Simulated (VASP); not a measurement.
# BaTiO3 (P4mm) in VASP: further runs, part 2 of 2

VASP 6.6.1. Earlier steps stand in the parts before.

### 5 Single point, PBE (strain -0.015 along x and y, -0.030 along z)

Contents of INCAR:

```
SYSTEM = BaTiO3
  ALGO = Normal
  EDIFF = 1E-6
  ENCUT = 520
  GGA = PE
  ISIF = 2
  ISMEAR = 0
  LASPH = .TRUE.
  LCHARG = .FALSE.
  LREAL = .FALSE.
  LWAVE = .FALSE.
  NBANDS = 28
  NELM = 60
  PREC = Accurate
  SIGMA = 0.05
```

Contents of KPOINTS:

```
k-points
0
G
  8 8 6
  0 0 0
```

Contents of POSCAR:

```
BaTiO3
1.0
    3.9255733564      0.0000000000      0.0000000000
    0.0000000000      3.9255733564      0.0000000000
    0.0000000000      0.0000000000      4.0757530286
Ba Ti O
1 1 3
Direct
    0.0000000000      0.0000000000      0.9863187693
    0.5000000000      0.5000000000      0.4690806688
    0.5000000000      0.5000000000      0.0378497747
    0.5000000000      0.0000000000      0.5173753936
    0.0000000000      0.5000000000      0.5173753936
```

Potentials or basis: VASP PAW PBE potentials, release 64 (Ba_sv, Ti_sv, O).

Command:

```bash
$ cat potpaw_PBE.64/Ba_sv/POTCAR potpaw_PBE.64/Ti_sv/POTCAR potpaw_PBE.64/O/POTCAR > POTCAR
$ mpirun -np 1 vasp_std > vasp.out
```

OUTCAR:

```text
SYSTEM = BaTiO3
   EDIFF = 1E-6
   ENCUT = 520
   GGA = PE
   ISIF = 2
   ISMEAR = 0
   LASPH = .TRUE.
   LREAL = .FALSE.
   NELM = 60
   PREC = Accurate

 ion  position               nearest neighbor table
   1  0.000  0.000  0.986-   4 2.74   5 2.74   5 2.74   4 2.74   3 2.78   3 2.78   3 2.78   3 2.78
                             4 2.92   5 2.92   5 2.92   4 2.92   2 3.40   2 3.40   2 3.40   2 3.40
   2  0.500  0.500  0.469-   3 1.76   4 1.97   5 1.97   4 1.97   5 1.97   3 2.32   1 3.40   1 3.40
                             1 3.40   1 3.40   1 3.49   1 3.49   1 3.49   1 3.49
   3  0.500  0.500  0.038-   2 1.76   2 2.32   1 2.78   1 2.78   1 2.78   1 2.78
   4  0.500  0.000  0.517-   2 1.97   2 1.97   1 2.74   1 2.74   1 2.92   1 2.92
   5  0.000  0.500  0.517-   2 1.97   2 1.97   1 2.74   1 2.74   1 2.92   1 2.92

  LATTYP: Found a simple tetragonal cell.
 ALAT       =     3.9255733564
 C/A-ratio  =     1.0382567484

  Lattice vectors:

 A1 = (   3.9255733564,   0.0000000000,   0.0000000000)
 A2 = (   0.0000000000,   3.9255733564,   0.0000000000)
 A3 = (   0.0000000000,   0.0000000000,   4.0757530286)

Analysis of symmetry for initial positions (statically):
[... 183 lines left out ...]
 cond. band min:       6.1131194270   @ k =   0.0000   0.0000   0.0000
 fundamental gap:      1.9221084970
 Fermi energy:         4.3938016679

 k-point     1 :       0.0000    0.0000    0.0000
  band No.  band energies     occupation
      1     -52.1816      2.00000
      2     -28.5953      2.00000
      3     -28.4053      2.00000
      4     -28.4053      2.00000
      5     -20.8350      2.00000
      6     -12.9415      2.00000
[... 733 lines left out ...]
     27      12.1719      0.00000
     28      12.9483      0.00000

 [... further k-points ...]

------------------------ aborting loop because EDIFF is reached ----------------------------------------

  FORCE on cell =-STRESS in cart. coord.  units (eV):
  Direction    XX          YY          ZZ          XY          YZ          ZX
  --------------------------------------------------------------------------------------
  -------------------------------------------------------------------------------------
  Total        4.5556269      4.5556269      5.8590714      0.0000000      0.0000000      0.0000000
  in kB      116.2103138    116.2103138    149.4601182      0.0000000      0.0000000      0.0000000
  external PRESSURE =     127.2935819 kB  Pullay stress =       0.0000000 kB

 VOLUME and BASIS-vectors are now :
 -----------------------------------------------------------------------------
  energy-cutoff  :      520.00
  volume of cell :       62.81
      direct lattice vectors                 reciprocal lattice vectors
     3.925573356  0.000000000  0.000000000     0.254739858  0.000000000  0.000000000
     0.000000000  3.925573356  0.000000000     0.000000000  0.254739858  0.000000000
     0.000000000  0.000000000  4.075753029     0.000000000  0.000000000  0.245353434

 POSITION                                       TOTAL-FORCE (eV/Angst)
 -----------------------------------------------------------------------------------
      0.00000      0.00000      4.01999        -0.000000     -0.000000      0.167294
      1.96279      1.96279      1.91186         0.000000      0.000000      1.103988
      1.96279      1.96279      0.15427         0.000000     -0.000000     -1.278875
      1.96279      0.00000      2.10869         0.000000     -0.000000      0.003797
      0.00000      1.96279      2.10869         0.000000     -0.000000      0.003797
 -----------------------------------------------------------------------------------
    total drift:                                0.000000      0.000000     -0.000461

  FREE ENERGIE OF THE ION-ELECTRON SYSTEM (eV)
  ---------------------------------------------------
  free  energy   TOTEN  =       -39.8616400031 eV

  energy  without entropy=      -39.8616400031  energy(sigma->0) =      -39.86164000
```

OSZICAR:

```text
N       E                     dE             d eps       ncg     rms          rms(c)
DAV:   1     0.440400012361E+03    0.44040E+03   -0.21058E+04  3360   0.155E+03
DAV:   2    -0.500833022773E+01   -0.44541E+03   -0.42438E+03  3836   0.433E+02
DAV:   3    -0.480737343041E+02   -0.43065E+02   -0.42723E+02  4636   0.134E+02
DAV:   4    -0.501857445267E+02   -0.21120E+01   -0.21075E+01  5120   0.252E+01
DAV:   5    -0.502416805122E+02   -0.55936E-01   -0.55924E-01  4492   0.331E+00    0.250E+01
DAV:   6    -0.399862011001E+02    0.10255E+02   -0.54056E+01  4940   0.701E+01    0.101E+01
DAV:   7    -0.399866807726E+02   -0.47967E-03   -0.98344E+00  4532   0.239E+01    0.770E+00
DAV:   8    -0.398396983430E+02    0.14698E+00   -0.64925E-01  4092   0.801E+00    0.341E+00
DAV:   9    -0.398781479345E+02   -0.38450E-01   -0.24937E-01  4772   0.388E+00    0.131E+00
DAV:  10    -0.398628683264E+02    0.15280E-01   -0.94609E-02  3940   0.338E+00    0.401E-01
DAV:  11    -0.398619295708E+02    0.93876E-03   -0.64380E-03  4512   0.568E-01    0.116E-01
DAV:  12    -0.398616677058E+02    0.26186E-03   -0.10180E-03  4016   0.263E-01    0.451E-02
DAV:  13    -0.398616376200E+02    0.30086E-04   -0.19117E-04  4384   0.133E-01    0.190E-02
DAV:  14    -0.398616402793E+02   -0.26593E-05   -0.49781E-05  4484   0.513E-02    0.957E-03
DAV:  15    -0.398616416494E+02   -0.13701E-05   -0.15584E-05  4660   0.391E-02    0.124E-02
DAV:  16    -0.398616400467E+02    0.16027E-05   -0.66156E-06  4012   0.278E-02    0.277E-03
DAV:  17    -0.398616400031E+02    0.43597E-07   -0.54173E-07  2224   0.793E-03
   1 F= -.39861640E+02 E0= -.39861640E+02  d E =-.568367E-11
```

stdout:

```text
POSCAR found type information on POSCAR BaTiO
 POSCAR found :  3 types and       5 ions
 scaLAPACK will be used
 LDA part: xc-table for (Slater+PW92), standard interpolation
 POSCAR, INCAR and KPOINTS ok, starting setup
 FFT: planning ... GRIDC
 FFT: planning ... GRID_SOFT
 FFT: planning ... GRID
 WAVECAR not read
 entering main loop
```

Run time: 3.4 min. Hardware: 1 thread of Intel Xeon 8259CL, shared host; peak memory 0.24 GiB.

Results:

```
Free energy            : -39.8616 eV
Pressure               : 12.7 GPa
Largest force          : 1.279 eV/Å
Band gap on the k mesh : 1.92 eV (least direct gap 2.45 eV)
```

Forces in eV/Å, atoms in the order of the input:
```
Ba   0.000  0.000  0.167
Ti   0.000  0.000  1.104
O    0.000  0.000 -1.279
O    0.000  0.000  0.004
O    0.000  0.000  0.004
```

Caveat: the cell differs from its parent crystal (strain -0.015 along x and y, -0.030 along z); the cell stands under pressure; spin-orbit coupling is left out, which moves the levels of the heavy elements; forces of over 1 eV/Å act on the atoms, so gaps and moduli don't describe the material at rest.

### 6 Single point, PBE (strain -0.030 along x and y, +0.015 along z)

Contents of INCAR:

```
SYSTEM = BaTiO3
PREC = Accurate
ENCUT = 520
EDIFF = 1E-6
ISMEAR = 0
SIGMA = 0.05
LREAL = .FALSE.
LASPH = .TRUE.
NELM = 80
ALGO = Normal
ISIF = 2
LWAVE = .FALSE.
LCHARG = .FALSE.
GGA = PE
NBANDS = 28
```

Contents of KPOINTS:

```
regular mesh
0
G
  8 8 6
  0 0 0
```

POSCAR, as its differences from that of step 5:

```diff
@@ -2,5 +2,5 @@
 1.0
-    3.9255733564      0.0000000000      0.0000000000
-    0.0000000000      3.9255733564      0.0000000000
-    0.0000000000      0.0000000000      4.0757530286
+    3.8657930515      0.0000000000      0.0000000000
+    0.0000000000      3.8657930515      0.0000000000
+    0.0000000000      0.0000000000      4.2648343547
 Ba Ti O
```

Potentials or basis: VASP PAW PBE potentials, release 64 (Ba_sv, Ti_sv, O).

Command:

```bash
$ cat potpaw_PBE.64/Ba_sv/POTCAR potpaw_PBE.64/Ti_sv/POTCAR potpaw_PBE.64/O/POTCAR > POTCAR
$ mpirun -np 1 vasp_std > vasp.out
```

OUTCAR:

```text
SYSTEM = BaTiO3
   PREC = Accurate
   ENCUT = 520
   EDIFF = 1E-6
   ISMEAR = 0
   LREAL = .FALSE.
   LASPH = .TRUE.
   NELM = 80
   ISIF = 2
   GGA = PE

 ion  position               nearest neighbor table
   1  0.000  0.000  0.986-   3 2.74   3 2.74   3 2.74   3 2.74   5 2.78   5 2.78   4 2.78   4 2.78
                             4 2.98   5 2.98   5 2.98   4 2.98   2 3.42   2 3.42   2 3.42   2 3.42
   2  0.500  0.500  0.469-   3 1.84   4 1.94   5 1.94   4 1.94   5 1.94   3 2.43   1 3.42   1 3.42
                             1 3.42   1 3.42   1 3.51   1 3.51   1 3.51   1 3.51
   3  0.500  0.500  0.038-   2 1.84   2 2.43   1 2.74   1 2.74   1 2.74   1 2.74
   4  0.500  0.000  0.517-   2 1.94   2 1.94   1 2.78   1 2.78   1 2.98   1 2.98
   5  0.000  0.500  0.517-   2 1.94   2 1.94   1 2.78   1 2.78   1 2.98   1 2.98

  LATTYP: Found a simple tetragonal cell.
 ALAT       =     3.8657930515
 C/A-ratio  =     1.1032236589

  Lattice vectors:

 A1 = (   3.8657930515,   0.0000000000,   0.0000000000)
 A2 = (   0.0000000000,   3.8657930515,   0.0000000000)
 A3 = (   0.0000000000,   0.0000000000,   4.2648343547)

Analysis of symmetry for initial positions (statically):
=====================================================================
 Subroutine PRICEL returns:
 Original cell was already a primitive cell.

 Routine SETGRP: Setting up the symmetry group for a
 simple tetragonal supercell.

 Subroutine GETGRP returns: Found  8 space group operations
 (whereof  8 operations were pure point group operations)
 out of a pool of 16 trial point group operations.

The static configuration has the point symmetry C_4v.

Analysis of symmetry for dynamics (positions and initial velocities):
=====================================================================
 Subroutine PRICEL returns:
 Original cell was already a primitive cell.

 Routine SETGRP: Setting up the symmetry group for a
 simple tetragonal supercell.

 Subroutine GETGRP returns: Found  8 space group operations
 (whereof  8 operations were pure point group operations)
 out of a pool of 16 trial point group operations.

The dynamic configuration has the point symmetry C_4v.

 Subroutine INISYM returns: Found  8 space group operations
 (whereof  8 operations are pure point group operations),
 and found     1 'primitive' translations

----------------------------------------------------------------------------------------

                                     Primitive cell

  volume of cell :      63.7352

  direct lattice vectors                    reciprocal lattice vectors
     3.865793051  0.000000000  0.000000000     0.258679134  0.000000000  0.000000000
     0.000000000  3.865793051  0.000000000     0.000000000  0.258679134  0.000000000
     0.000000000  0.000000000  4.264834355     0.000000000  0.000000000  0.234475695

  length of vectors
     3.865793051  3.865793051  4.264834355     0.258679134  0.258679134  0.234475695

  position of ions in fractional coordinates (direct lattice)
     0.000000000  0.000000000  0.986318769
     0.500000000  0.500000000  0.469080669
     0.500000000  0.500000000  0.037849775
     0.500000000  0.000000000  0.517375394
     0.000000000  0.500000000  0.517375394
[... 33 lines left out ...]
 Found     60 irreducible k-points:

 Following reciprocal coordinates:
            Coordinates               Weight
  0.000000  0.000000  0.000000      1.000000
  0.125000  0.000000  0.000000      4.000000
  0.250000  0.000000  0.000000      4.000000
  0.375000  0.000000  0.000000      4.000000
  0.500000  0.000000  0.000000      2.000000
  0.125000  0.125000  0.000000      4.000000
[... 16 lines left out ...]
  0.375000  0.125000  0.166667     16.000000
  0.500000  0.125000  0.166667      8.000000
 [... further k-points ...]
   k-points           NKPTS =     60   k-points in BZ     NKDIM =     60   number of bands    NBANDS=     28
   number of dos      NEDOS =    301   number of ions     NIONS =      5
   total plane-waves  NPLWV =  28800
   dimension x,y,z NGX =    30 NGY =   30 NGZ =   32
   dimension x,y,z NGXF=    60 NGYF=   60 NGZF=   64
   ions per type =               1   1   3
   NGX,Y,Z   is equivalent  to a cutoff of  12.90, 12.90, 12.47 a.u.
   NGXF,Y,Z  is equivalent  to a cutoff of  25.80, 25.80, 24.95 a.u.
 SYSTEM =  BaTiO3
   PREC   = accura    normal or accurate (medium, high low for compatibility)
   ISTART =      0    job   : 0-new  1-cont  2-samecut
   ICHARG =      2    charge: 1-file 2-atom 10-const
   ISPIN  =      1    spin polarized calculation?
   LNONCOLLINEAR =      F non collinear calculations
   LSORBIT =      F    spin-orbit coupling
   LASPH  =      T    aspherical Exc in radial PAW
   ENCUT  =  520.0 eV  38.22 Ry    6.18 a.u.   7.19  7.19  7.93*2*pi/ulx,y,z
   NELM   =     80;   NELMIN=  2; NELMDL= -5     # of ELM steps
   EDIFF  = 0.1E-05   stopping-criterion for ELM
   LREAL  =      F    real-space projection
   EDIFFG = 0.1E-04   stopping-criterion for IOM
   NSW    =      0    number of steps for IOM
   IBRION =     -1    ionic relax: 0-MD 1-quasi-New 2-CG
   NFREE  =      0    steps in history (QN), initial steepest desc. (CG)
   ISIF   =      2    stress and relaxation
   ISYM   =      2    0-nonsym 1-usesym 2-fastsym
   POTIM  = 0.5000    time-step for ionic-motion
   TEBEG  =    0.0;   TEEND  =   0.0 temperature during run
   PSTRESS=    0.0 pullay stress
   NELECT =      40.0000    total number of electrons
   NUPDOWN=      -1.0000    fix difference up-down
   EMIN   =  10.00;   EMAX   =-10.00  energy-range for DOS
   EFERMI =   0.00;   METHOD = LEGACY
   ISMEAR =     0;   SIGMA  =   0.05  broadening in eV -4-tet -1-fermi 0-gaus
   EFERMI_NEDOS =   21; number of points for ismear=-14 and -15
   IALGO  =     38    algorithm
   IMIX   =      4    mixing-type and parameters
     AMIX     =   0.40;   BMIX     =  1.00
     AMIX_MAG =   1.60;   BMIX_MAG =  1.00
  volume/ion in A,a.u.               =      12.75        86.02
  Fermi-wavevector in a.u.,A,eV,Ry     =   1.401635  2.648707 26.729756  1.964582
  Thomas-Fermi vector in A             =   2.524477
   LORBIT       =      0    0 simple, 1 ext, 2 COOP (PROOUT), +10 PAW based schemes
   GGA     = PE    functional components
   LHFCALC =     F    Hartree Fock is set to
   AEXX    =    0.0000 exact exchange contribution
   IVDW    =     0    specifies the selected vdW correction
   LEPSILON=     F    determine dielectric tensor
   LRPA    =     F    only Hartree local field effects (RPA)
 non-spin polarized calculation
 Gauss-broadening in eV      SIGMA  =   0.05
  energy-cutoff  :      520.00
  volume of cell :       63.74
 maximum number of plane-waves:      1740
 NGX is ok and might be reduce to    30
   NGX = 15   NGY = 15   NGZ = 15

 number of electron      40.0000015 magnetization

 Free energy of the ion-electron system (eV)
  ---------------------------------------------------
  ext. energy  EPLUGINS =         0.00000000
  ---------------------------------------------------
  free energy    TOTEN  =       -39.87396305 eV

  energy without entropy =      -39.87396305  energy(sigma->0) =      -39.87396305

 E-fermi :   4.4259     XC(G=0): -11.2614

 val. band max:        4.1829766286   @ k =   0.5000   0.5000   0.5000
 cond. band min:       6.0426683711   @ k =   0.0000   0.0000   0.0000
 fundamental gap:      1.8596917424
 Fermi energy:         4.4259095042

 k-point     1 :       0.0000    0.0000    0.0000
  band No.  band energies     occupation
      1     -52.3559      2.00000
      2     -28.6946      2.00000
      3     -28.5904      2.00000
      4     -28.5904      2.00000
      5     -21.0018      2.00000
      6     -13.0752      2.00000
[... 733 lines left out ...]
     27      12.0663      0.00000
     28      12.5470      0.00000

 [... further k-points ...]

------------------------ aborting loop because EDIFF is reached ----------------------------------------

  FORCE on cell =-STRESS in cart. coord.  units (eV):
  Direction    XX          YY          ZZ          XY          YZ          ZX
  --------------------------------------------------------------------------------------
  -------------------------------------------------------------------------------------
  Total        5.4366504      5.4366504      1.5950185      0.0000000     -0.0000000      0.0000000
  in kB      136.6666729    136.6666729     40.0956202      0.0000000     -0.0000000      0.0000000
  external PRESSURE =     104.4763220 kB  Pullay stress =       0.0000000 kB

 VOLUME and BASIS-vectors are now :
 -----------------------------------------------------------------------------
  energy-cutoff  :      520.00
  volume of cell :       63.74
      direct lattice vectors                 reciprocal lattice vectors
     3.865793051  0.000000000  0.000000000     0.258679134  0.000000000  0.000000000
     0.000000000  3.865793051  0.000000000     0.000000000  0.258679134  0.000000000
     0.000000000  0.000000000  4.264834355     0.000000000  0.000000000  0.234475695

 POSITION                                       TOTAL-FORCE (eV/Angst)
 -----------------------------------------------------------------------------------
      0.00000      0.00000      4.20649         0.000000     -0.000000      0.040117
      1.93290      1.93290      2.00055        -0.000000      0.000000     -0.296113
      1.93290      1.93290      0.16142        -0.000000     -0.000000      0.106354
      1.93290      0.00000      2.20652        -0.000000     -0.000000      0.074821
      0.00000      1.93290      2.20652         0.000000     -0.000000      0.074821
 -----------------------------------------------------------------------------------
    total drift:                                0.000000      0.000000      0.000413

  FREE ENERGIE OF THE ION-ELECTRON SYSTEM (eV)
  ---------------------------------------------------
  free  energy   TOTEN  =       -39.8739630451 eV

  energy  without entropy=      -39.8739630451  energy(sigma->0) =      -39.87396305
```

It took 3.4 min on 1 thread of Intel Xeon 8259CL, shared host; peak memory 0.25 GiB.

What came out:

| Quantity | Value |
| --- | --- |
| Free energy | -39.8740 eV |
| Pressure | 10.4 GPa |
| Largest force | 0.296 eV/Å |
| Band gap on the k mesh | 1.86 eV (least direct gap 2.51 eV) |

Forces on the atoms (eV/Å):
```
Ba   0.000  0.000  0.040
Ti   0.000  0.000 -0.296
O    0.000  0.000  0.106
O    0.000  0.000  0.075
O    0.000  0.000  0.075
```

Caveat: the cell differs from its parent crystal (strain -0.030 along x and y, +0.015 along z); the stress differs along the axes, from 4 to 14 GPa; spin-orbit coupling is left out, which moves the levels of the heavy elements. A k mesh can miss the band edges.

### 7 Overview

```tsv
cell	gap on the mesh (eV)	pressure (GPa)	largest force (eV/Å)
a = 3.866, b = 3.866, c = 4.076 Å, 5 atoms	1.98	19.6	1.42
a = 3.866, b = 3.866, c = 4.139 Å, 5 atoms	1.93	16.2	0.84
a = 3.866, b = 3.866, c = 4.202 Å, 5 atoms	1.90	13.1	0.33
a = 3.926, b = 3.926, c = 4.076 Å, 5 atoms	1.92	12.7	1.28
a = 3.866, b = 3.866, c = 4.265 Å, 5 atoms	1.86	10.4	0.30
```

Alike in all rows: task single point; level PBE; potentials or basis VASP PAW PBE potentials, release 64 (Ba_sv, Ti_sv, O); no spin polarisation; k mesh 8 × 8 × 6; cutoff (eV) 520; smearing gaussian 0.05 eV.

Caveats: spin-orbit coupling is left out, which moves the levels of the heavy elements; the cell stands under pressure (at least some runs); forces of over 1 eV/Å act on the atoms, so gaps and moduli don't describe the material at rest (at least some runs); the stress differs along the axes, from 8 to 16 GPa (at least some runs); the stress differs along the axes, from 4 to 14 GPa (at least some runs).

Absolute energies hang on the potentials; compare differences alone.
